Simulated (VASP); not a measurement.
# HC16 (a cell with a defect) in VASP: single point with PBE+D3(BJ)

Aim: the single point of HC16 (a cell with a defect) with PBE+D3(BJ).

All numbers are computed with VASP 6.6.1; they aren't measurements. Logs are shortened: lines on timing, memory, paths and dates and some standing lists are left out, and cuts for length are marked.

**1. The cell of the first run**

The cell holds a defect, 17 atoms: a = 5.049 Å, b = 5.049 Å, c = 5.049 Å, α = 60.00°, β = 60.00°, γ = 60.00°.

**2. Single point, PBE+D3(BJ), collinear spin, ferromagnetic start**

INCAR reads:

```
ALGO = Normal ; EDIFF = 1E-7
ENCUT = 520 ; GGA = PE
ISIF = 2 ; ISMEAR = -1
ISPIN = 2 ; IVDW = 12
LASPH = True ; LCHARG = False
LORBIT = 11 ; LREAL = Auto
LWAVE = False ; MAGMOM = 0 0 0 0 0 0 0 0 0 0 0 0 0 0 0 0 1
NBANDS = 50 ; NELM = 150
PREC = Accurate ; SIGMA = 0.02
```

KPOINTS reads:

```
k-points
0
Gamma
  2 2 2
```

POSCAR reads:

```
HC16
1.0
    0.0000000000      3.5700000000      3.5700000000
    3.5700000000      0.0000000000      3.5700000000
    3.5700000000      3.5700000000      0.0000000000
C H
16 1
Direct
   -0.0169187675      0.0016246499     -0.0005602241
    0.1207282913      0.1267507003      0.1360504202
    0.0031372549     -0.0207843137      0.4835854342
    0.1253921569      0.0961764706      0.6384453782
   -0.0236974790      0.4923249300      0.0059103641
    0.0979271709      0.6145658263      0.1546778711
    0.0023529412      0.4784313725      0.5236414566
    0.1033613445      0.6181792717      0.6510924370
    0.5069187675     -0.0017927171     -0.0066386555
    0.6308823529      0.1168207283      0.1230952381
    0.4757142857     -0.0001400560      0.5157422969
    0.6244817927      0.1169187675      0.6271988796
    0.4989495798      0.4818907563      0.0064565826
    0.6089075630      0.6202521008      0.1218207283
    0.5036694678      0.4782352941      0.4895798319
    0.6182633053      0.6075350140      0.6319607843
    0.3230392157      0.3810224090      0.3876330532
```

Potentials or basis: VASP PAW PBE potentials, release 64 (C, H).

Command:

```sh
> cat potpaw_PBE.64/C/POTCAR potpaw_PBE.64/H/POTCAR > POTCAR
> mpirun -np 1 vasp_std > vasp.out
```

OUTCAR:

```text
EDIFF = 1E-7
   ENCUT = 520
   GGA = PE
   ISIF = 2
   ISMEAR = -1
   ISPIN = 2
   IVDW = 12
   LASPH = True
   LORBIT = 11
   LREAL = Auto
   NELM = 150
   PREC = Accurate
 IVDW          = 12

 ion  position               nearest neighbor table
   1  0.983  0.002  0.999-  10 1.45   4 1.49   6 1.60   2 1.65
   2  0.121  0.127  0.136-   3 1.44   5 1.51   9 1.59   1 1.65
   3  0.003  0.979  0.484-   2 1.44   8 1.50  12 1.57   4 1.63
   4  0.125  0.096  0.638-  11 1.45   1 1.49   7 1.58   3 1.63
   5  0.976  0.492  0.006-   8 1.46   2 1.51  14 1.51   6 1.62
   6  0.098  0.615  0.155-   7 1.53   1 1.60   5 1.62  13 1.65
   7  0.002  0.478  0.524-  17 1.33   8 1.52   6 1.53   4 1.58  16 1.59
   8  0.103  0.618  0.651-   5 1.46   3 1.50   7 1.52  15 1.66
   9  0.507  0.998  0.993-  12 1.51  10 1.54  14 1.56   2 1.59
  10  0.631  0.117  0.123-   1 1.45  13 1.51   9 1.54  11 1.62
  11  0.476  1.000  0.516-   4 1.45  12 1.56  16 1.62  10 1.62
  12  0.624  0.117  0.627-  15 1.49   9 1.51  11 1.56   3 1.57
  13  0.499  0.482  0.006-  14 1.50  10 1.51  16 1.54   6 1.65
  14  0.609  0.620  0.122-  13 1.50   5 1.51  15 1.52   9 1.56
  15  0.504  0.478  0.490-  12 1.49  14 1.52  16 1.59   8 1.66
  16  0.618  0.608  0.632-  13 1.54   7 1.59  15 1.59  11 1.62
  17  0.323  0.381  0.388-   7 1.33

  LATTYP: Found a face centered cubic cell.
 ALAT       =     7.1400000000

  Lattice vectors:

 A1 = (   0.0000000000,   3.5700000000,   3.5700000000)
 A2 = (   3.5700000000,   0.0000000000,   3.5700000000)
 A3 = (   3.5700000000,   3.5700000000,   0.0000000000)

Analysis of symmetry for initial positions (statically):
=====================================================================
 Subroutine PRICEL returns:
 Original cell was already a primitive cell.

 Routine SETGRP: Setting up the symmetry group for a
 face centered cubic supercell.

 Subroutine GETGRP returns: Found  1 space group operations
 (whereof  1 operations were pure point group operations)
 out of a pool of 48 trial point group operations.

The static configuration has the point symmetry C_1 .

Analysis of symmetry for dynamics (positions and initial velocities):
=====================================================================
 Subroutine PRICEL returns:
 Original cell was already a primitive cell.

 Routine SETGRP: Setting up the symmetry group for a
 face centered cubic supercell.

 Subroutine GETGRP returns: Found  1 space group operations
 (whereof  1 operations were pure point group operations)
 out of a pool of 48 trial point group operations.

The dynamic configuration has the point symmetry C_1 .

Analysis of structural, dynamic, and magnetic symmetry:
=====================================================================
 Subroutine PRICEL returns:
 Original cell was already a primitive cell.

 Routine SETGRP: Setting up the symmetry group for a
 face centered cubic supercell.

 Subroutine GETGRP returns: Found  1 space group operations
 (whereof  1 operations were pure point group operations)
 out of a pool of 48 trial point group operations.

The overall configuration has the point symmetry C_1 .

 Subroutine INISYM returns: Found  1 space group operations
 (whereof  1 operations are pure point group operations),
 and found     1 'primitive' translations

----------------------------------------------------------------------------------------

                                     Primitive cell

  volume of cell :      90.9986

  direct lattice vectors                    reciprocal lattice vectors
     0.000000000  3.570000000  3.570000000    -0.140056022  0.140056022  0.140056022
     3.570000000  0.000000000  3.570000000     0.140056022 -0.140056022  0.140056022
     3.570000000  3.570000000  0.000000000     0.140056022  0.140056022 -0.140056022

  length of vectors
     5.048742418  5.048742418  5.048742418     0.242584147  0.242584147  0.242584147

  position of ions in fractional coordinates (direct lattice)
     0.983081232  0.001624650  0.999439776
     0.120728291  0.126750700  0.136050420
     0.003137255  0.979215686  0.483585434
     0.125392157  0.096176471  0.638445378
     0.976302521  0.492324930  0.005910364
     0.097927171  0.614565826  0.154677871
[... 9 lines left out ...]
     0.618263305  0.607535014  0.631960784
     0.323039216  0.381022409  0.387633053

  ion indices of the primitive-cell ions
   primitive index   ion index
                 1           1
                 2           2
                 3           3
                 4           4
                 5           5
                 6           6
[... 9 lines left out ...]
                16          16
                17          17

----------------------------------------------------------------------------------------

 KPOINTS: k-points

Automatic generation of k-mesh.
 Grid dimensions read from file:
 generate k-points for:    2    2    2

 Generating k-lattice:

  Cartesian coordinates                     Fractional coordinates (reciprocal lattice)
    -0.070028011  0.070028011  0.070028011     0.500000000  0.000000000  0.000000000
     0.070028011 -0.070028011  0.070028011     0.000000000  0.500000000  0.000000000
     0.070028011  0.070028011 -0.070028011     0.000000000  0.000000000  0.500000000

  Length of vectors
     0.121292073  0.121292073  0.121292073

  Shift w.r.t. Gamma in fractional coordinates (k-lattice)
     0.000000000  0.000000000  0.000000000

 Subroutine IBZKPT returns following result:
 ===========================================

 Found      8 irreducible k-points:

 Following reciprocal coordinates:
            Coordinates               Weight
  0.000000  0.000000  0.000000      1.000000
  0.500000  0.000000  0.000000      1.000000
  0.000000  0.500000  0.000000      1.000000
  0.000000  0.000000  0.500000      1.000000
  0.500000  0.500000  0.500000      1.000000
  0.500000  0.500000  0.000000      1.000000
  0.000000  0.500000  0.500000      1.000000
  0.500000  0.000000  0.500000      1.000000
   k-points           NKPTS =      8   k-points in BZ     NKDIM =      8   number of bands    NBANDS=     50
   number of dos      NEDOS =    301   number of ions     NIONS =     17
   total plane-waves  NPLWV =  64000
   dimension x,y,z NGX =    40 NGY =   40 NGZ =   40
   dimension x,y,z NGXF=    80 NGYF=   80 NGZF=   80
   ions per type =              16   1
   NGX,Y,Z   is equivalent  to a cutoff of  13.17, 13.17, 13.17 a.u.
   NGXF,Y,Z  is equivalent  to a cutoff of  26.34, 26.34, 26.34 a.u.
 SYSTEM =  unknown system
   PREC   = accura    normal or accurate (medium, high low for compatibility)
   ISTART =      0    job   : 0-new  1-cont  2-samecut
   ICHARG =      2    charge: 1-file 2-atom 10-const
   ISPIN  =      2    spin polarized calculation?
   LNONCOLLINEAR =      F non collinear calculations
   LSORBIT =      F    spin-orbit coupling
   LASPH  =      T    aspherical Exc in radial PAW
   ENCUT  =  520.0 eV  38.22 Ry    6.18 a.u.   9.39  9.39  9.39*2*pi/ulx,y,z
   NELM   =    150;   NELMIN=  2; NELMDL= -5     # of ELM steps
   EDIFF  = 0.1E-06   stopping-criterion for ELM
   LREAL  =      T    real-space projection
   EDIFFG = 0.1E-05   stopping-criterion for IOM
   NSW    =      0    number of steps for IOM
   IBRION =     -1    ionic relax: 0-MD 1-quasi-New 2-CG
   NFREE  =      0    steps in history (QN), initial steepest desc. (CG)
   ISIF   =      2    stress and relaxation
   ISYM   =      2    0-nonsym 1-usesym 2-fastsym
   POTIM  = 0.5000    time-step for ionic-motion
   TEBEG  =    0.0;   TEEND  =   0.0 temperature during run
   PSTRESS=    0.0 pullay stress
   NELECT =      65.0000    total number of electrons
   NUPDOWN=      -1.0000    fix difference up-down
   EMIN   =  10.00;   EMAX   =-10.00  energy-range for DOS
   EFERMI =   0.00;   METHOD = LEGACY
   ISMEAR =    -1;   SIGMA  =   0.02  broadening in eV -4-tet -1-fermi 0-gaus
   EFERMI_NEDOS =   21; number of points for ismear=-14 and -15
   IALGO  =     38    algorithm
   IMIX   =      4    mixing-type and parameters
     AMIX     =   0.40;   BMIX     =  1.00
     AMIX_MAG =   1.60;   BMIX_MAG =  1.00
  volume/ion in A,a.u.               =       5.35        36.12
  Fermi-wavevector in a.u.,A,eV,Ry     =   1.463416  2.765455 29.138043  2.141586
  Thomas-Fermi vector in A             =   2.579513
   LORBIT       =     11    0 simple, 1 ext, 2 COOP (PROOUT), +10 PAW based schemes
   GGA     = PE    functional components
   LHFCALC =     F    Hartree Fock is set to
   AEXX    =    0.0000 exact exchange contribution
   IVDW    =    12    specifies the selected vdW correction
   LEPSILON=     F    determine dielectric tensor
   LRPA    =     F    only Hartree local field effects (RPA)
 spin polarized calculation
  energy-cutoff  :      520.00
  volume of cell :       91.00
 maximum number of plane-waves:      2452
 NGX is ok and might be reduce to    40
   NGX = 19   NGY = 19   NGZ = 19

 number of electron      65.0000001 magnetization       0.7501356

 Free energy of the ion-electron system (eV)
  ---------------------------------------------------
  ext. energy  EPLUGINS =         0.00000000
  ---------------------------------------------------
  free energy    TOTEN  =      -139.71251988 eV

  energy without entropy =     -139.71058240  energy(sigma->0) =     -139.71155114

 E-fermi :  12.3313     XC(G=0): -13.3367

 val. band max:       12.2933712960   @ k =   0.5000   0.5000   0.0000
 cond. band min:      12.3692942551   @ k =   0.0000   0.5000   0.5000
 fundamental gap:      0.0759229592
 Fermi energy:        12.3313408509

 spin component 1

 k-point     1 :       0.0000    0.0000    0.0000
  band No.  band energies     occupation
      1     -12.0062      1.00000
      2      -6.4987      1.00000
      3      -6.2603      1.00000
      4      -6.1960      1.00000
      5      -5.8770      1.00000
      6      -4.6953      1.00000
[... 36 lines left out ...]
     43      17.2381      0.00000
     44      17.6094      0.00000
[... 287 lines left out ...]
      3      -7.8753      1.00000
      4      -7.4305      1.00000
      5      -7.3624      1.00000
      6      -6.9611      1.00000
[... 36 lines left out ...]
     43      19.3355      0.00000
     44      19.9381      0.00000
 Fermi energy:        12.3313408509

 spin component 2

 k-point     1 :       0.0000    0.0000    0.0000
  band No.  band energies     occupation
      1     -11.8994      1.00000
      2      -6.3477      1.00000
      3      -6.2111      1.00000
      4      -6.1112      1.00000
      5      -5.8255      1.00000
      6      -4.5127      1.00000
[... 36 lines left out ...]
     43      17.3457      0.00000
     44      17.6667      0.00000
[... 287 lines left out ...]
      3      -7.7521      1.00000
      4      -7.3771      1.00000
      5      -7.3047      1.00000
      6      -6.8959      1.00000
[... 36 lines left out ...]
     43      19.4193      0.00000
     44      20.0221      0.00000
 [bands above 44 left out]

------------------------ aborting loop because EDIFF is reached ----------------------------------------

 Edisp (eV)   -3.23128

 E8    (eV) :    -0.9200

  FORCE on cell =-STRESS in cart. coord.  units (eV):
  Direction    XX          YY          ZZ          XY          YZ          ZX
  --------------------------------------------------------------------------------------
  -------------------------------------------------------------------------------------
  Total       8.30564     7.89154     8.54110    -0.39916    -0.42919    -1.95496
  in kB     146.23419   138.94338   150.37983    -7.02794    -7.55663   -34.42029
  external pressure =      145.19 kB  Pullay stress =        0.00 kB

 VOLUME and BASIS-vectors are now :
 -----------------------------------------------------------------------------
  energy-cutoff  :      520.00
  volume of cell :       91.00
      direct lattice vectors                 reciprocal lattice vectors
     0.000000000  3.570000000  3.570000000    -0.140056022  0.140056022  0.140056022
     3.570000000  0.000000000  3.570000000     0.140056022 -0.140056022  0.140056022
     3.570000000  3.570000000  0.000000000     0.140056022  0.140056022 -0.140056022

 POSITION                                       TOTAL-FORCE (eV/Angst)
 -----------------------------------------------------------------------------------
      3.57380      7.07760      3.51540        -0.942951      4.489339     -0.275458
      0.93820      0.91670      0.88350        -4.242764     -2.535084     -0.243480
      5.22220      1.73760      3.50700         5.134907      2.598985     -0.607162
      2.62260      2.72690      0.79100         1.437721     -2.651768     -0.906903
      1.77870      3.50650      5.24300         2.563187      2.964714      1.384479
      2.74620      0.90180      2.54360        -2.173307     -1.899046      2.074176
[... 9 lines left out ...]
      4.42500      4.46330      4.37610         0.722765     -0.311177      0.190383
      2.74410      2.53710      2.51350        -0.273760      0.627884      0.405526
 -----------------------------------------------------------------------------------
    total drift:                                0.002314     -0.003991     -0.001273

  FREE ENERGIE OF THE ION-ELECTRON SYSTEM (eV)
  ---------------------------------------------------
  free  energy   TOTEN  =      -142.9437955549 eV

  energy  without entropy=     -142.9418580701  energy(sigma->0) =     -142.94282681

 total charge

# of ion       s       p       d       tot
------------------------------------------
    1        0.829   1.763   0.000   2.592
    2        0.838   1.757   0.000   2.595
    3        0.831   1.777   0.000   2.608
    4        0.839   1.772   0.000   2.611
    5        0.831   1.786   0.000   2.616
    6        0.828   1.666   0.000   2.495
[... 9 lines left out ...]
   16        0.837   1.687   0.000   2.524
   17        0.549   0.069   0.000   0.618
--------------------------------------------------
tot         13.852  28.147   0.000  42.000

 magnetization (x)

# of ion       s       p       d       tot
------------------------------------------
    1        0.002   0.006   0.000   0.008
    2        0.006   0.005   0.000   0.011
    3        0.002   0.004   0.000   0.006
    4        0.010   0.014   0.000   0.024
    5        0.002   0.006   0.000   0.008
    6        0.014   0.015   0.000   0.028
[... 9 lines left out ...]
   16        0.017   0.082   0.000   0.099
   17        0.193   0.004   0.000   0.197
--------------------------------------------------
tot          0.298   0.156   0.000   0.454
```

Wall time 80 s (1 thread of Intel Xeon 6975P-C (Granite Rapids), shared host); peak memory 0.33 GiB.

What came out:

```
Free energy                                           : -142.9438 eV
Pressure                                              : 14.5 GPa
Largest force                                         : 5.787 eV/Å
Net moment                                            : 0.75 μB per cell
Site moments                                          : C +0.01, +0.02, +0.03, -0.01, +0.04, -0.00, +0.00, +0.10; H +0.20 μB
Valence electrons inside the program's atomic spheres : C 2.59, 2.60, 2.61, 2.62, 2.50, 2.57, 2.56, 2.52; H 0.62
Dispersion energy per atom                            : -0.190 eV
```

Forces on the atoms (eV/Å):
```
C   -0.943  4.489 -0.275
C   -4.243 -2.535 -0.243
C    5.135  2.599 -0.607
C    1.438 -2.652 -0.907
C    2.563  2.965  1.384
C   -2.173 -1.899  2.074
C   -0.439 -2.730 -1.330
C   -3.341 -0.250  1.606
C    0.977 -0.296 -1.716
C    0.997 -0.996 -2.305
C   -4.130  2.692  1.416
C   -1.380 -0.412 -0.747
C    0.802 -3.034 -0.376
C    0.134  1.174  1.121
C    4.153  0.568  0.309
C    0.723 -0.311  0.190
H   -0.274  0.628  0.406
```

Stress tensor (GPa, compression positive):
```
14.62 -0.70 -3.44
-0.70 13.89 -0.76
-3.44 -0.76 15.04
```

Caveat: the k points lie up to 0.76 Å⁻¹ apart.
